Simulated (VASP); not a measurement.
# Al2Cu3 (P-6m2) in VASP: a series of runs

Runs on Al2Cu3. Level: PBE. Tasks: relaxation of cell and atoms, single point.

All numbers are computed with VASP 6.6.1; they aren't measurements. Logs are shortened: lines on timing, memory, paths and dates and some standing lists are left out, and cuts for length are marked.

## 1. The cell of the first run

Symmetry: P-6m2, No. 187, hexagonal system. The conventional cell has a = 2.724 Å, b = 2.724 Å, c = 21.658 Å, α = 90.00°, β = 90.00°, γ = 120.00°. Within 3.5 Å of Al (site symmetry 3m) lie 6 Cu at 2.68 Å and 6 Al at 2.72 Å. Within 3.5 Å of Al (site symmetry 3m) lie 6 Cu at 2.68 Å and 6 Al at 2.72 Å. Cu (site symmetry 3m) has 3 Al at 2.68 Å and 9 Cu at 2.68 to 2.72 Å within 3.5 Å. Cu (site symmetry 3m) has 6 Al at 2.68 Å and 6 Cu at 2.72 Å within 3.5 Å. Within 3.5 Å of Cu (site symmetry -6m2) lie 6 Al at 2.68 Å and 6 Cu at 2.72 Å. Within 3.5 Å of Cu (site symmetry -6m2) lie 12 Cu at 2.68 to 2.72 Å.

## 2. Relaxation of cell and atoms, PBE

Input file INCAR:

```
SYSTEM = Al2Cu3
PREC = Accurate
ENCUT = 600
EDIFF = 1E-6
ISMEAR = 0
SIGMA = 0.1
LREAL = .FALSE.
LASPH = .TRUE.
NELM = 80
ALGO = Fast
ISIF = 3
LWAVE = .FALSE.
LCHARG = .FALSE.
GGA = PE
IBRION = 2
NSW = 90
EDIFFG = -0.04
```

Input file KPOINTS:

```
regular mesh
0
G
  6 6 1
  0 0 0
```

Input file POSCAR:

```
Al2Cu3
1.0
    2.7236242300      0.0000000000      0.0000000000
   -1.3618121200      2.3587277800      0.0000000000
    0.0000000000      0.0000000000     21.6579019700
Al Cu
4 6
Direct
    0.6666666700      0.3333333300      0.7000000000
    0.6666666700      0.3333333300      0.9000000000
    0.6666666700      0.3333333300      0.1000000000
    0.6666666700      0.3333333300      0.3000000000
    0.3333333300      0.6666666700      0.6000000000
    0.3333333300      0.6666666700      0.8000000000
    0.3333333300      0.6666666700      0.0000000000
    0.3333333300      0.6666666700      0.2000000000
    0.3333333300      0.6666666700      0.4000000000
    0.6666666700      0.3333333300      0.5000000000
```

Potentials or basis: VASP PAW PBE potentials, release 64 (Al, Cu).

Command:

```sh
cat potpaw_PBE.64/Al/POTCAR potpaw_PBE.64/Cu/POTCAR > POTCAR
mpirun -np 1 vasp_std > vasp.out
```

OUTCAR:

```text
SYSTEM = Al2Cu3
   PREC = Accurate
   ENCUT = 600
   EDIFF = 1E-6
   ISMEAR = 0
   LREAL = .FALSE.
   LASPH = .TRUE.
   NELM = 80
   ISIF = 3
   GGA = PE
   IBRION = 2
   NSW = 90
   EDIFFG = -0.04

 ion  position               nearest neighbor table
   1  0.667  0.333  0.700-   6 2.68   5 2.68   6 2.68   5 2.68   6 2.68   5 2.68
   2  0.667  0.333  0.900-   6 2.68   7 2.68   6 2.68   7 2.68   6 2.68   7 2.68
   3  0.667  0.333  0.100-   7 2.68   8 2.68   7 2.68   8 2.68   7 2.68   8 2.68
   4  0.667  0.333  0.300-   8 2.68   9 2.68   8 2.68   9 2.68   8 2.68   9 2.68
   5  0.333  0.667  0.600-   1 2.68  10 2.68   1 2.68  10 2.68   1 2.68  10 2.68
   6  0.333  0.667  0.800-   1 2.68   2 2.68   1 2.68   2 2.68   1 2.68   2 2.68
   7  0.333  0.667  0.000-   2 2.68   3 2.68   2 2.68   3 2.68   2 2.68   3 2.68
   8  0.333  0.667  0.200-   4 2.68   3 2.68   4 2.68   3 2.68   4 2.68   3 2.68
   9  0.333  0.667  0.400-   4 2.68  10 2.68   4 2.68  10 2.68   4 2.68  10 2.68
  10  0.667  0.333  0.500-   5 2.68   9 2.68   5 2.68   9 2.68   5 2.68   9 2.68

  LATTYP: Found a hexagonal cell.
 ALAT       =     2.7236242300
 C/A-ratio  =     7.9518685917

  Lattice vectors:

 A1 = (   2.7236242300,   0.0000000000,   0.0000000000)
 A2 = (  -1.3618121200,   2.3587277800,   0.0000000000)
 A3 = (   0.0000000000,   0.0000000000,  21.6579019700)

Analysis of symmetry for initial positions (statically):
=====================================================================
 Subroutine PRICEL returns:
 Original cell was already a primitive cell.

 Routine SETGRP: Setting up the symmetry group for a
 hexagonal supercell.

 Subroutine GETGRP returns: Found 12 space group operations
 (whereof 12 operations were pure point group operations)
 out of a pool of 24 trial point group operations.

The static configuration has the point symmetry D_3h.

Analysis of symmetry for dynamics (positions and initial velocities):
=====================================================================
 Subroutine PRICEL returns:
 Original cell was already a primitive cell.

 Routine SETGRP: Setting up the symmetry group for a
 hexagonal supercell.

 Subroutine GETGRP returns: Found 12 space group operations
 (whereof 12 operations were pure point group operations)
 out of a pool of 24 trial point group operations.

The dynamic configuration has the point symmetry D_3h.

 Subroutine INISYM returns: Found 12 space group operations
 (whereof 12 operations are pure point group operations),
 and found     1 'primitive' translations

----------------------------------------------------------------------------------------

                                     Primitive cell

  volume of cell :     139.1366

  direct lattice vectors                    reciprocal lattice vectors
     2.723624230  0.000000000  0.000000000     0.367157844  0.211978680  0.000000000
    -1.361812120  2.358727780  0.000000000     0.000000000  0.423957359  0.000000000
     0.000000000  0.000000000 21.657901970     0.000000000  0.000000000  0.046172524

  length of vectors
     2.723624230  2.723624238 21.657901970     0.423957360  0.423957359  0.046172524

  position of ions in fractional coordinates (direct lattice)
     0.666666670  0.333333330  0.700000000
     0.666666670  0.333333330  0.900000000
     0.666666670  0.333333330  0.100000000
     0.666666670  0.333333330  0.300000000
     0.333333330  0.666666670  0.600000000
     0.333333330  0.666666670  0.800000000
     0.333333330  0.666666670  0.000000000
     0.333333330  0.666666670  0.200000000
     0.333333330  0.666666670  0.400000000
     0.666666670  0.333333330  0.500000000

  ion indices of the primitive-cell ions
   primitive index   ion index
                 1           1
                 2           2
                 3           3
                 4           4
                 5           5
                 6           6
                 7           7
                 8           8
                 9           9
                10          10

----------------------------------------------------------------------------------------

 KPOINTS: regular mesh

Automatic generation of k-mesh.
 Grid dimensions read from file:
 generate k-points for:    6    6    1

 Generating k-lattice:

  Cartesian coordinates                     Fractional coordinates (reciprocal lattice)
     0.061192974  0.035329780  0.000000000     0.166666667 -0.000000000  0.000000000
     0.000000000  0.070659560  0.000000000     0.000000000  0.166666667  0.000000000
     0.000000000  0.000000000  0.046172524     0.000000000  0.000000000  1.000000000

  Length of vectors
     0.070659560  0.070659560  0.046172524

  Shift w.r.t. Gamma in fractional coordinates (k-lattice)
     0.000000000  0.000000000  0.000000000

 Subroutine IBZKPT returns following result:
 ===========================================

 Found      7 irreducible k-points:

 Following reciprocal coordinates:
            Coordinates               Weight
  0.000000  0.000000  0.000000      1.000000
  0.166667  0.000000  0.000000      6.000000
  0.333333 -0.000000  0.000000      6.000000
  0.500000  0.000000  0.000000      3.000000
  0.166667  0.166667  0.000000      6.000000
  0.333333  0.166667  0.000000     12.000000
  0.333333  0.333333  0.000000      2.000000
   k-points           NKPTS =      7   k-points in BZ     NKDIM =      7   number of bands    NBANDS=     46
   number of dos      NEDOS =    301   number of ions     NIONS =     10
   total plane-waves  NPLWV = 103680
   dimension x,y,z NGX =    24 NGY =   24 NGZ =  180
   dimension x,y,z NGXF=    48 NGYF=   48 NGZF=  360
   ions per type =               4   6
   NGX,Y,Z   is equivalent  to a cutoff of  14.65, 14.65, 13.82 a.u.
   NGXF,Y,Z  is equivalent  to a cutoff of  29.30, 29.30, 27.63 a.u.
 SYSTEM =  Al2Cu3
   PREC   = accura    normal or accurate (medium, high low for compatibility)
   ISTART =      0    job   : 0-new  1-cont  2-samecut
   ICHARG =      2    charge: 1-file 2-atom 10-const
   ISPIN  =      1    spin polarized calculation?
   LNONCOLLINEAR =      F non collinear calculations
   LSORBIT =      F    spin-orbit coupling
   LASPH  =      T    aspherical Exc in radial PAW
   ENCUT  =  600.0 eV  44.10 Ry    6.64 a.u.   5.44  5.44 43.26*2*pi/ulx,y,z
   NELM   =     80;   NELMIN=  2; NELMDL= -5     # of ELM steps
   EDIFF  = 0.1E-05   stopping-criterion for ELM
   LREAL  =      F    real-space projection
   EDIFFG = -.4E-01   stopping-criterion for IOM
   NSW    =     90    number of steps for IOM
   IBRION =      2    ionic relax: 0-MD 1-quasi-New 2-CG
   NFREE  =      1    steps in history (QN), initial steepest desc. (CG)
   ISIF   =      3    stress and relaxation
   ISYM   =      2    0-nonsym 1-usesym 2-fastsym
   POTIM  = 0.5000    time-step for ionic-motion
   TEBEG  =    0.0;   TEEND  =   0.0 temperature during run
   PSTRESS=    0.0 pullay stress
   NELECT =      78.0000    total number of electrons
   NUPDOWN=      -1.0000    fix difference up-down
   EMIN   =  10.00;   EMAX   =-10.00  energy-range for DOS
   EFERMI =   0.00;   METHOD = LEGACY
   ISMEAR =     0;   SIGMA  =   0.10  broadening in eV -4-tet -1-fermi 0-gaus
   EFERMI_NEDOS =   21; number of points for ismear=-14 and -15
   IALGO  =     68    algorithm
   IMIX   =      4    mixing-type and parameters
     AMIX     =   0.40;   BMIX     =  1.00
     AMIX_MAG =   1.60;   BMIX_MAG =  1.00
  volume/ion in A,a.u.               =      13.91        93.89
  Fermi-wavevector in a.u.,A,eV,Ry     =   1.349872  2.550888 24.791913  1.822154
  Thomas-Fermi vector in A             =   2.477423
   LORBIT       =      0    0 simple, 1 ext, 2 COOP (PROOUT), +10 PAW based schemes
   GGA     = PE    functional components
   LHFCALC =     F    Hartree Fock is set to
   AEXX    =    0.0000 exact exchange contribution
   IVDW    =     0    specifies the selected vdW correction
   LEPSILON=     F    determine dielectric tensor
   LRPA    =     F    only Hartree local field effects (RPA)
 conjugate gradient relaxation of ions
 non-spin polarized calculation
 RMM-DIIS sequential band-by-band and
 Gauss-broadening in eV      SIGMA  =   0.10
  energy-cutoff  :      600.00
  volume of cell :      139.14
 maximum number of plane-waves:      4743
 NGX is ok and might be reduce to    24
   NGX = 11   NGY = 11   NGZ = 87

--------------------------------------- Ionic step        1  -------------------------------------------

 number of electron      77.9999982 magnetization

 Free energy of the ion-electron system (eV)
  ---------------------------------------------------
  ext. energy  EPLUGINS =         0.00000000
  ---------------------------------------------------
  free energy    TOTEN  =       -37.97779087 eV

  energy without entropy =      -37.95332926  energy(sigma->0) =      -37.96556006

------------------------ aborting loop because EDIFF is reached ----------------------------------------

  FORCE on cell =-STRESS in cart. coord.  units (eV):
  Direction    XX          YY          ZZ          XY          YZ          ZX
  --------------------------------------------------------------------------------------
  -------------------------------------------------------------------------------------
  Total       -0.6533741     -0.6533741    -10.6498649      0.0000000      0.0000000      0.0000000
  in kB       -7.5236940     -7.5236941   -122.6346753      0.0000000      0.0000000      0.0000000
  external PRESSURE =     -45.8940211 kB  Pullay stress =       0.0000000 kB

 VOLUME and BASIS-vectors are now :
 -----------------------------------------------------------------------------
  energy-cutoff  :      600.00
  volume of cell :      139.14
      direct lattice vectors                 reciprocal lattice vectors
     2.723624230  0.000000000  0.000000000     0.367157844  0.211978680  0.000000000
    -1.361812120  2.358727780  0.000000000     0.000000000  0.423957359  0.000000000
     0.000000000  0.000000000 21.657901970     0.000000000  0.000000000  0.046172524
[... 266 lines left out ...]
 -----------------------------------------------------------------------------------
      1.38069      0.79714     14.21738         0.000000     -0.000000     -0.016676
      1.38069      0.79714     18.30099         0.000000     -0.000000     -0.009278
      1.38069      0.79714      2.02982         0.000000     -0.000000      0.009278
      1.38069      0.79714      6.11343         0.000000     -0.000000      0.016676
     -0.00000      1.59428     12.20124        -0.000000     -0.000000     -0.030875
     -0.00000      1.59428     16.27186         0.000000     -0.000000     -0.032092
     -0.00000      1.59428      0.00000         0.000000      0.000000     -0.000000
     -0.00000      1.59428      4.05895         0.000000     -0.000000      0.032092
     -0.00000      1.59428      8.12957        -0.000000      0.000000      0.030875
      1.38069      0.79714     10.16540        -0.000000     -0.000000     -0.000000
 -----------------------------------------------------------------------------------
    total drift:                                0.000012     -0.000006     -0.000000

  FREE ENERGIE OF THE ION-ELECTRON SYSTEM (eV)
  ---------------------------------------------------
  free  energy   TOTEN  =       -38.3166965745 eV

  energy  without entropy=      -38.2896111723  energy(sigma->0) =      -38.30315387

--------------------------------------- Ionic step        8  -------------------------------------------

 number of electron      77.9999970 magnetization

 Free energy of the ion-electron system (eV)
  ---------------------------------------------------
  ext. energy  EPLUGINS =         0.00000000
  ---------------------------------------------------
  free energy    TOTEN  =       -38.31842662 eV

  energy without entropy =      -38.29228407  energy(sigma->0) =      -38.30535534

 E-fermi :   7.8819     XC(G=0): -11.6185

 val. band max:        7.8265027700   @ k =   0.3333   0.1667   0.0000
 cond. band min:       7.8837091632   @ k =   0.1667   0.0000   0.0000
 fundamental gap:      0.0572063932
 Fermi energy:         7.8818656678

 k-point     1 :       0.0000    0.0000    0.0000
  band No.  band energies     occupation
      1      -2.9151      2.00000
      2      -2.5694      2.00000
      3      -2.1665      2.00000
      4      -1.6328      2.00000
      5      -0.0277      2.00000
      6       1.0900      2.00000
[... 354 lines left out ...]
 POSITION                                       TOTAL-FORCE (eV/Angst)
 -----------------------------------------------------------------------------------
      1.38112      0.79739     14.15090        -0.000000      0.000000     -0.010563
      1.38112      0.79739     18.21738        -0.000000     -0.000000     -0.020644
      1.38112      0.79739      2.02084        -0.000000     -0.000000      0.020644
      1.38112      0.79739      6.08731        -0.000000     -0.000000      0.010563
     -0.00000      1.59478     12.14416         0.000000     -0.000000     -0.030514
     -0.00000      1.59478     16.19643        -0.000000      0.000000     -0.036803
     -0.00000      1.59478     20.23821         0.000000     -0.000000      0.000000
     -0.00000      1.59478      4.04178        -0.000000      0.000000      0.036803
     -0.00000      1.59478      8.09406         0.000000      0.000000      0.030514
      1.38112      0.79739     10.11911        -0.000000     -0.000000      0.000000
 -----------------------------------------------------------------------------------
    total drift:                                0.000012     -0.000006      0.000000

  FREE ENERGIE OF THE ION-ELECTRON SYSTEM (eV)
  ---------------------------------------------------
  free  energy   TOTEN  =       -38.3184266173 eV

  energy  without entropy=      -38.2922840705  energy(sigma->0) =      -38.30535534

 reached required accuracy - stopping structural energy minimisation
```

Wall time 6.1 min (1 thread of Intel Xeon Platinum 8488C (Sapphire Rapids), shared host); peak memory 0.34 GiB.

What came out:

```
Free energy                           : -38.3184 eV
Relaxed volume                        : 13.37 Å³/atom
Relaxed cell                          : a = 2.762 Å, b = 2.762 Å, c = 20.238 Å, α = 90.00°, β = 90.00°, γ = 120.00°
Space group after relaxing (to 0.1 Å) : P-6m2 (No. 187)
Energy gained by relaxing             : 34.1 meV/atom
Ionic steps                           : 8
Pressure after relaxing               : 0.2 GPa
Largest force after relaxing          : 0.037 eV/Å
Band gap on the k mesh                : zero (bands 39 and 40 overlap by 1.46 eV)
```

Forces in eV/Å, atoms in the order of the input:
```
Al   0.000  0.000 -0.011
Al   0.000  0.000 -0.021
Al   0.000  0.000  0.021
Al   0.000  0.000  0.011
Cu   0.000  0.000 -0.031
Cu   0.000  0.000 -0.037
Cu   0.000  0.000  0.000
Cu   0.000  0.000  0.037
Cu   0.000  0.000  0.031
Cu   0.000  0.000  0.000
```

Stress tensor (GPa, compression positive):
```
0.19 0.00 0.00
0.00 0.19 0.00
0.00 0.00 0.08
```

The path:
```
step  energy change (eV)  largest force (eV/Å)  pressure (GPa)  volume (Å³)
   1              0.0000                0.1200           -4.59       139.14
   2             -0.2992                0.1154            2.03       131.16
   3             -0.2992                0.1153            1.95       131.18
   4             -0.3364                0.0501            0.10       133.35
   5             -0.3388                0.0271           -0.34       134.05
   6             -0.3389                0.0300           -0.37       134.17
   7             -0.3389                0.0321           -0.47       134.26
   8             -0.3406                0.0368            0.15       133.73
```

Final structure:
```cif
data_structure
_symmetry_space_group_name_H-M 'P 1'
_symmetry_Int_Tables_number 1
_cell_length_a 2.7622
_cell_length_b 2.7622
_cell_length_c 20.2382
_cell_angle_alpha 90.000
_cell_angle_beta 90.000
_cell_angle_gamma 120.000
_cell_volume 133.73
loop_
_atom_site_label
_atom_site_type_symbol
_atom_site_fract_x
_atom_site_fract_y
_atom_site_fract_z
_atom_site_occupancy
Al1 Al 0.66667 0.33333 0.69922 1
Al2 Al 0.66667 0.33333 0.90015 1
Al3 Al 0.66667 0.33333 0.09985 1
Al4 Al 0.66667 0.33333 0.30078 1
Cu1 Cu 0.33333 0.66667 0.60006 1
Cu2 Cu 0.33333 0.66667 0.80029 1
Cu3 Cu 0.33333 0.66667 0.00000 1
Cu4 Cu 0.33333 0.66667 0.19971 1
Cu5 Cu 0.33333 0.66667 0.39994 1
Cu6 Cu 0.66667 0.33333 0.50000 1
```

Caveat: the k points lie up to 0.44 Å⁻¹ apart in the final cell, too coarse for converged energies and pressures of a metal.

(Part 1 of 2 ends here.)
